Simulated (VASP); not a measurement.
# KBr (P6_3/mmc) in VASP: settings compared

Aim: see how the results for KBr move with the level of theory and the settings. Levels: PBE, PBEsol, r2SCAN. Tasks: relaxation of cell and atoms.

Everything below comes from runs of VASP 6.6.1. Logs are shortened: lines on timing, memory, paths and dates and some standing lists are left out, and cuts for length are marked.

### 1 The cell of the first run

It takes space group P6_3/mmc (No. 194, hexagonal). The conventional cell has a = 4.583 Å, b = 4.583 Å, c = 7.470 Å, α = 90.00°, β = 90.00°, γ = 120.00°. Within 4.3 Å of K (site symmetry -3m) lie 6 Br at 3.24 Å and 2 K at 3.73 Å. Br (site symmetry -6m2) has 6 K at 3.24 Å within 4.3 Å.

### 2 Relaxation of cell and atoms, PBE

INCAR

```
PREC = Accurate
ENCUT = 600
EDIFF = 1E-6
ISMEAR = -1
SIGMA = 0.02
LREAL = F
LASPH = T
NELM = 80
ALGO = Normal
ISIF = 3
LWAVE = F
LCHARG = F
GGA = PE
IBRION = 2
NSW = 80
EDIFFG = -0.005
```

KPOINTS

```
Automatic mesh
0
Gamma
  6 6 4
```

POSCAR

```
KBr
1.0
    4.5825253800      0.0000000000      0.0000000000
   -2.2912626900      3.9685833926      0.0000000000
    0.0000000000      0.0000000000      7.4695163694
K Br
2 2
Direct
    0.0000000000      0.0000000000      0.0000000000
    0.0000000000      0.0000000000      0.5000000000
    0.3333333333      0.6666666667      0.2500000000
    0.6666666667      0.3333333333      0.7500000000
```

Potentials or basis: VASP PAW PBE potentials, release 64 (K_sv, Br).

On the command line:

```
cat potpaw_PBE.64/K_sv/POTCAR potpaw_PBE.64/Br/POTCAR > POTCAR
mpirun -np 1 vasp_std > vasp.out
```

OUTCAR:

```text
PREC = Accurate
   ENCUT = 600
   EDIFF = 1E-6
   ISMEAR = -1
   LREAL = F
   LASPH = T
   NELM = 80
   ISIF = 3
   GGA = PE
   IBRION = 2
   NSW = 80
   EDIFFG = -0.005

 ion  position               nearest neighbor table
   1  0.000  0.000  0.000-   3 3.24   4 3.24   4 3.24   3 3.24   4 3.24   3 3.24   2 3.73   2 3.73

   2  0.000  0.000  0.500-   3 3.24   4 3.24   4 3.24   3 3.24   4 3.24   3 3.24   1 3.73   1 3.73

   3  0.333  0.667  0.250-   1 3.24   2 3.24   1 3.24   2 3.24   1 3.24   2 3.24
   4  0.667  0.333  0.750-   1 3.24   2 3.24   1 3.24   2 3.24   1 3.24   2 3.24

  LATTYP: Found a hexagonal cell.
 ALAT       =     4.5825253800
 C/A-ratio  =     1.6300000000

  Lattice vectors:

 A1 = (   4.5825253800,   0.0000000000,   0.0000000000)
 A2 = (  -2.2912626900,   3.9685833926,   0.0000000000)
 A3 = (   0.0000000000,   0.0000000000,   7.4695163694)

Analysis of symmetry for initial positions (statically):
=====================================================================
 Subroutine PRICEL returns:
 Original cell was already a primitive cell.

 Routine SETGRP: Setting up the symmetry group for a
 hexagonal supercell.

 Subroutine GETGRP returns: Found 24 space group operations
 (whereof 12 operations were pure point group operations)
 out of a pool of 24 trial point group operations.

The static configuration has the point symmetry D_3d.
 The point group associated with its full space group is D_6h.

Analysis of symmetry for dynamics (positions and initial velocities):
=====================================================================
 Subroutine PRICEL returns:
 Original cell was already a primitive cell.

 Routine SETGRP: Setting up the symmetry group for a
 hexagonal supercell.

 Subroutine GETGRP returns: Found 24 space group operations
 (whereof 12 operations were pure point group operations)
 out of a pool of 24 trial point group operations.

The dynamic configuration has the point symmetry D_3d.
 The point group associated with its full space group is D_6h.

 Subroutine INISYM returns: Found 24 space group operations
 (whereof 12 operations are pure point group operations),
 and found     1 'primitive' translations

----------------------------------------------------------------------------------------

                                     Primitive cell

  volume of cell :     135.8416

[... 76 lines left out ...]
   NGX,Y,Z   is equivalent  to a cutoff of  14.51, 14.51, 13.35 a.u.
   NGXF,Y,Z  is equivalent  to a cutoff of  29.02, 29.02, 26.71 a.u.
 SYSTEM =  unknown system
   PREC   = accura    normal or accurate (medium, high low for compatibility)
   ISTART =      0    job   : 0-new  1-cont  2-samecut
   ICHARG =      2    charge: 1-file 2-atom 10-const
   ISPIN  =      1    spin polarized calculation?
   LNONCOLLINEAR =      F non collinear calculations
   LSORBIT =      F    spin-orbit coupling
   LASPH  =      T    aspherical Exc in radial PAW
   ENCUT  =  600.0 eV  44.10 Ry    6.64 a.u.   9.15  9.15 14.92*2*pi/ulx,y,z
   NELM   =     80;   NELMIN=  2; NELMDL= -5     # of ELM steps
   EDIFF  = 0.1E-05   stopping-criterion for ELM
   LREAL  =      F    real-space projection
   EDIFFG = -.5E-02   stopping-criterion for IOM
   NSW    =     80    number of steps for IOM
   IBRION =      2    ionic relax: 0-MD 1-quasi-New 2-CG
   NFREE  =      1    steps in history (QN), initial steepest desc. (CG)
   ISIF   =      3    stress and relaxation
   ISYM   =      2    0-nonsym 1-usesym 2-fastsym
   POTIM  = 0.5000    time-step for ionic-motion
   TEBEG  =    0.0;   TEEND  =   0.0 temperature during run
   PSTRESS=    0.0 pullay stress
   NELECT =      32.0000    total number of electrons
   NUPDOWN=      -1.0000    fix difference up-down
   EMIN   =  10.00;   EMAX   =-10.00  energy-range for DOS
   EFERMI =   0.00;   METHOD = LEGACY
   ISMEAR =    -1;   SIGMA  =   0.02  broadening in eV -4-tet -1-fermi 0-gaus
   EFERMI_NEDOS =   21; number of points for ismear=-14 and -15
   IALGO  =     38    algorithm
   IMIX   =      4    mixing-type and parameters
     AMIX     =   0.40;   BMIX     =  1.00
     AMIX_MAG =   1.60;   BMIX_MAG =  1.00
  volume/ion in A,a.u.               =      33.96       229.18
  Fermi-wavevector in a.u.,A,eV,Ry     =   1.011068  1.910642 13.908682  1.022259
  Thomas-Fermi vector in A             =   2.144096
   LORBIT       =      0    0 simple, 1 ext, 2 COOP (PROOUT), +10 PAW based schemes
   GGA     = PE    functional components
   LHFCALC =     F    Hartree Fock is set to
   AEXX    =    0.0000 exact exchange contribution
   IVDW    =     0    specifies the selected vdW correction
   LEPSILON=     F    determine dielectric tensor
   LRPA    =     F    only Hartree local field effects (RPA)
 conjugate gradient relaxation of ions
 non-spin polarized calculation
  energy-cutoff  :      600.00
  volume of cell :      135.84
 maximum number of plane-waves:      4566
 NGX is ok and might be reduce to    40
   NGX = 19   NGY = 19   NGZ = 29

--------------------------------------- Ionic step        1  -------------------------------------------

 number of electron      31.9999999 magnetization

 Free energy of the ion-electron system (eV)
  ---------------------------------------------------
  ext. energy  EPLUGINS =         0.00000000
  ---------------------------------------------------
  free energy    TOTEN  =       -12.22902743 eV

  energy without entropy =      -12.22902743  energy(sigma->0) =      -12.22902743

------------------------ aborting loop because EDIFF is reached ----------------------------------------

  FORCE on cell =-STRESS in cart. coord.  units (eV):
  Direction    XX          YY          ZZ          XY          YZ          ZX
  --------------------------------------------------------------------------------------
  -------------------------------------------------------------------------------------
  Total        1.2649560      1.2649560      2.5185418      0.0000000     -0.0000000      0.0000000
  in kB       14.9194610     14.9194610     29.7048159      0.0000000     -0.0000000      0.0000000
  external PRESSURE =      19.8479126 kB  Pullay stress =       0.0000000 kB
[... 253 lines left out ...]
--------------------------------------- Ionic step        8  -------------------------------------------

 number of electron      32.0000003 magnetization

 Free energy of the ion-electron system (eV)
  ---------------------------------------------------
  ext. energy  EPLUGINS =         0.00000000
  ---------------------------------------------------
  free energy    TOTEN  =       -12.34831187 eV

  energy without entropy =      -12.34831187  energy(sigma->0) =      -12.34831187

 E-fermi :  -1.3691     XC(G=0):  -7.1576

 val. band max:       -1.8752593488   @ k =   0.0000   0.0000   0.0000
 cond. band min:       2.3600779604   @ k =   0.0000   0.0000   0.0000
 fundamental gap:      4.2353373092
 Fermi energy:        -1.3690760798

 k-point     1 :       0.0000    0.0000    0.0000
  band No.  band energies     occupation
      1     -29.9191      2.00000
      2     -29.9094      2.00000
      3     -14.3876      2.00000
      4     -14.1622      2.00000
      5     -13.3933      2.00000
      6     -13.3933      2.00000
[... 503 lines left out ...]
  FREE ENERGIE OF THE ION-ELECTRON SYSTEM (eV)
  ---------------------------------------------------
  free  energy   TOTEN  =       -12.3483118681 eV

  energy  without entropy=      -12.3483118681  energy(sigma->0) =      -12.34831187

 reached required accuracy - stopping structural energy minimisation
```

Run time: 3.3 min. Hardware: 1 thread of Intel Xeon 6975P-C (Granite Rapids), shared host; peak memory 0.34 GiB.

What came out:

```
Free energy                            : -12.3483 eV
Relaxed volume                         : 37.89 Å³/atom
Relaxed cell                           : a = 4.641 Å, b = 4.641 Å, c = 8.126 Å, α = 90.00°, β = 90.00°, γ = 120.00°
Space group after relaxing (to 0.05 Å) : P6_3/mmc (No. 194)
Energy gained by relaxing              : 29.8 meV/atom
Ionic steps                            : 8
Pressure after relaxing                : 0.0 GPa
Band gap on the k mesh                 : 4.24 eV, direct
```

Step by step:
| step | energy change (eV) | largest force (eV/Å) | pressure (GPa) | volume (Å³) |
| --- | --- | --- | --- | --- |
| 1 | 0.0000 | 0.0000 | 1.98 | 135.84 |
| 2 | -0.0825 | 0.0000 | 0.80 | 144.27 |
| 3 | -0.1080 | 0.0000 | 0.00 | 152.03 |
| 4 | -0.1085 | 0.0000 | -0.12 | 153.31 |
| 5 | -0.1132 | 0.0000 | -0.10 | 152.96 |
| 6 | -0.1192 | 0.0000 | -0.03 | 151.86 |
| 7 | -0.1192 | 0.0000 | -0.03 | 151.89 |
| 8 | -0.1193 | 0.0000 | 0.00 | 151.57 |

Final structure:
```
K Br
1.0
     4.64098    0.00000    0.00000
    -2.32049    4.01920    0.00000
     0.00000    0.00000    8.12571
K Br
2 2
Direct
  0.00000 0.00000 0.00000
  0.00000 0.00000 0.50000
  0.33333 0.66667 0.25000
  0.66667 0.33333 0.75000
```

A k mesh can miss the band edges. PBE gaps usually lie below the measured ones, often by a third to a half.

### 3 Relaxation of cell and atoms, PBEsol

This run uses another cell than the first one, of 37.83 Å³/atom, 1.114 times its volume.

INCAR

```
SYSTEM = KBr
PREC = Accurate
ENCUT = 600
EDIFF = 1E-6
ISMEAR = -1
SIGMA = 0.02
LREAL = .FALSE.
LASPH = .TRUE.
NELM = 80
ALGO = Normal
ISIF = 3
LWAVE = .FALSE.
LCHARG = .FALSE.
GGA = PS
IBRION = 2
NSW = 80
EDIFFG = -0.005
```

KPOINTS

```
Automatic mesh
0
G
  6 6 4
  0 0 0
```

POSCAR

```
KBr
1.0
    4.6423870227      0.0000000000      0.0000000000
   -2.3211935114      4.0204250959      0.0000000000
    0.0000000000      0.0000000000      8.1076706831
K Br
2 2
Direct
    0.0000000000      0.0000000000      0.0000000000
    0.0000000000      0.0000000000      0.5000000000
    0.3333333333      0.6666666667      0.2500000000
    0.6666666667      0.3333333333      0.7500000000
```

Potentials or basis: VASP PAW PBE potentials, release 64 (K_sv, Br).

On the command line:

```
cat potpaw_PBE.64/K_sv/POTCAR potpaw_PBE.64/Br/POTCAR > POTCAR
mpirun -np 1 vasp_std > vasp.out
```

It took 2.9 min on 1 thread of Intel Xeon 6975P-C (Granite Rapids), shared host; peak memory 0.38 GiB.

Results (log left out):

```
Free energy                            : -12.8224 eV
Relaxed volume                         : 35.34 Å³/atom
Relaxed cell                           : a = 4.526 Å, b = 4.526 Å, c = 7.968 Å, α = 90.00°, β = 90.00°, γ = 120.00°
Space group after relaxing (to 0.05 Å) : P6_3/mmc (No. 194)
Energy gained by relaxing              : 7.2 meV/atom
Ionic steps                            : 6
Pressure after relaxing                : 0.0 GPa
Band gap on the k mesh                 : 4.25 eV, direct
```

Step by step:
| step | energy change (eV) | largest force (eV/Å) | pressure (GPa) | volume (Å³) |
| --- | --- | --- | --- | --- |
| 1 | 0.0000 | 0.0000 | -0.87 | 151.32 |
| 2 | -0.0194 | 0.0000 | -0.52 | 146.88 |
| 3 | -0.0285 | 0.0000 | -0.05 | 141.94 |
| 4 | -0.0285 | 0.0000 | 0.00 | 141.46 |
| 5 | -0.0287 | 0.0000 | 0.00 | 141.43 |
| 6 | -0.0288 | 0.0000 | 0.00 | 141.37 |

Final structure:
```cif
data_structure
_symmetry_space_group_name_H-M 'P 1'
_symmetry_Int_Tables_number 1
_cell_length_a 4.5263
_cell_length_b 4.5263
_cell_length_c 7.9680
_cell_angle_alpha 90.000
_cell_angle_beta 90.000
_cell_angle_gamma 120.000
_cell_volume 141.37
loop_
_atom_site_label
_atom_site_type_symbol
_atom_site_fract_x
_atom_site_fract_y
_atom_site_fract_z
_atom_site_occupancy
K1 K 0.00000 0.00000 0.00000 1
K2 K 0.00000 0.00000 0.50000 1
Br1 Br 0.33333 0.66667 0.25000 1
Br2 Br 0.66667 0.33333 0.75000 1
```

Levels at points of the mesh, in eV from the valence-band top:
```tsv
k point	band 12	band 13	band 14	band 15	band 16	band 17	band 18	band 19	band 20
(0.00, 0.00, 0.00)	-0.29	-0.29	-0.18	0.00	0.00	4.25	6.46	6.53	7.78
(0.50, 0.00, 0.00)	-0.81	-0.61	-0.57	-0.38	-0.28	5.94	6.76	6.88	7.70
(0.00, 0.00, 0.50)	-0.84	-0.15	-0.15	-0.15	-0.15	5.49	5.49	7.18	7.18
(0.50, 0.00, 0.50)	-1.11	-0.50	-0.50	-0.33	-0.33	6.58	6.58	6.74	6.74
```

Caveat: the PAW data sets were made with another functional, which shifts forces and pressure a little. A k mesh can miss the band edges.

### 4 Relaxation of cell and atoms, r2SCAN

This run uses another cell than the first one, of 37.83 Å³/atom, 1.114 times its volume.

POSCAR is that of step 3.

INCAR.step1

```
SYSTEM = KBr
PREC     = Accurate       ! precision mode
ENCUT    = 600            ! plane-wave cutoff, eV
ISMEAR   = -1             ! smearing method
SIGMA    = 0.02           ! smearing width, eV
LREAL    = .False.        ! projectors in reciprocal space
LASPH    = .True.         ! aspherical terms in the spheres
NELM     = 60             ! most SCF steps
GGA      = PE             ! functional
ALGO     = Normal         ! electronic algorithm
EDIFF    = 1E-4           ! SCF threshold, eV
LWAVE    = .True.         ! write WAVECAR
LCHARG   = .False.        ! write CHGCAR
```

INCAR.step2

```
SYSTEM = KBr
PREC     = Accurate       ! precision mode
ENCUT    = 600            ! plane-wave cutoff, eV
EDIFF    = 1E-6           ! SCF threshold, eV
ISMEAR   = -1             ! smearing method
SIGMA    = 0.02           ! smearing width, eV
LREAL    = .False.        ! projectors in reciprocal space
LASPH    = .True.         ! aspherical terms in the spheres
NELM     = 60             ! most SCF steps
ALGO     = Normal         ! electronic algorithm
ISIF     = 3              ! what is computed and relaxed
LWAVE    = .False.        ! write WAVECAR
LCHARG   = .False.        ! write CHGCAR
METAGGA  = R2SCAN         ! meta-GGA
LMIXTAU  = .True.       
IBRION   = 2              ! ionic algorithm
NSW      = 80             ! ionic steps
EDIFFG   = -0.005         ! ionic threshold
ISTART   = 1
```

KPOINTS

```
regular mesh
0
Gamma
  6 6 4
  0 0 0
```

On the command line:

```
cat potpaw_PBE.64/K_sv/POTCAR potpaw_PBE.64/Br/POTCAR > POTCAR
cp INCAR.step1 INCAR
mpirun -np 1 vasp_std > vasp.out
cp INCAR.step2 INCAR
mpirun -np 1 vasp_std > vasp.out
```

It took 33 min on 1 thread of Oxide Virtual Turin-like, shared host; peak memory 0.37 GiB.

The run converged. Its results:

```
Free energy                            : -46.3961 eV
Relaxed volume                         : 36.19 Å³/atom
Relaxed cell                           : a = 4.568 Å, b = 4.568 Å, c = 8.010 Å, α = 90.00°, β = 90.00°, γ = 120.00°
Space group after relaxing (to 0.05 Å) : P6_3/mmc (No. 194)
Energy gained by relaxing              : 3.4 meV/atom
Ionic steps                            : 6
Pressure after relaxing                : 0.0 GPa
Band gap on the k mesh                 : 4.99 eV, direct
```

The path:
```tsv
step	energy change (eV)	largest force (eV/Å)	pressure (GPa)	volume (Å³)
1	0.0000	0.0000	-0.63	151.32
2	-0.0098	0.0000	-0.34	148.10
3	-0.0134	0.0000	-0.02	145.03
4	-0.0134	0.0000	0.00	144.78
5	-0.0135	0.0000	0.00	144.77
6	-0.0135	0.0000	0.00	144.75
```

Final structure:
```
CELL_PARAMETERS angstrom
4.56799 0.00000 0.00000
-2.28399 3.95599 0.00000
0.00000 0.00000 8.01010
ATOMIC_POSITIONS crystal
K 0.00000 0.00000 0.00000
K 0.00000 0.00000 0.50000
Br 0.33333 0.66667 0.25000
Br 0.66667 0.33333 0.75000
```

Levels at points of the mesh, in eV from the valence-band top:
```
           k point  band 12  band 13  band 14  band 15  band 16  band 17  band 18  band 19  band 20
(0.00, 0.00, 0.00)    -0.27    -0.27    -0.17     0.00     0.00     4.99     7.14     7.24     8.51
(0.50, 0.00, 0.00)    -0.77    -0.56    -0.55    -0.35    -0.27     6.62     7.42     7.60     8.48
(0.00, 0.00, 0.50)    -0.77    -0.14    -0.14    -0.14    -0.14     6.20     6.20     7.86     7.86
(0.50, 0.00, 0.50)    -1.04    -0.46    -0.46    -0.31    -0.31     7.24     7.24     7.47     7.47
```

Caveat: the PAW data sets were made with another functional, which shifts forces and pressure a little. r2SCAN opens gaps a little over a GGA but as a rule still falls short of measured ones.

### 5 Overview

```csv
level,cell,gap on the mesh (eV),pressure (GPa),relaxed volume (Å³/atom)
PBE,"relaxed from a = 4.583, b = 4.583, c = 7.470 Å, angles 90.0, 90.0, 120.0°, 4 atoms",4.24,0.0,37.89
PBEsol,"relaxed from a = 4.642, b = 4.642, c = 8.108 Å, angles 90.0, 90.0, 120.0°, 4 atoms",4.25,0.0,35.34
r2SCAN,"relaxed from a = 4.642, b = 4.642, c = 8.108 Å, angles 90.0, 90.0, 120.0°, 4 atoms",4.99,0.0,36.19
```

Alike in all rows: task relaxation of cell and atoms; potentials or basis VASP PAW PBE potentials, release 64 (K_sv, Br); no spin polarisation; k mesh 6 × 6 × 4; cutoff (eV) 600; smearing fermi-dirac 0.02 eV.

Caveats: the PAW data sets were made with another functional, which shifts forces and pressure a little (some runs).

Absolute energies hang on the potentials; compare differences alone.
